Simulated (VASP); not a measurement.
Runs of VASP 6.6.1 on Pd. The structure is that of space group Pm-3m (No. 221), or close to it. The cells are those of the table. 

```tsv
task	cell	cutoff (eV)	k mesh for the DOS	occupations for the DOS	gap on the mesh (eV)	pressure (GPa)
single point	a = 2.337 Å, 1 atom	520	-	-	none	(b)
single point	a = 2.433 Å, 1 atom	520	-	-	none	29.8
relaxation of cell and atoms	relaxed from a = 2.483 Å, 1 atom	600	-	-	none	0.0
single point	a = 2.233 Å, 1 atom	520	-	-	none	171.9
single point	a = 2.539 Å, 1 atom	520	-	-	none	(a)
single point	a = 2.118 Å, 1 atom	520	-	-	none	354.6
```

Alike in all rows: level LDA; potentials or basis VASP PAW LDA potentials, release 64 (Pd); no spin polarisation; k mesh 15 × 15 × 15; smearing fermi-dirac 0.1 eV.

Task: Fill in the values left out.

Result: (a) 0.1; (b) 78.7.

A k mesh can miss the band edges, and the runs leave out spin-orbit coupling on Pd.

A gap of «none» marks levels without a gap at the run's occupations.
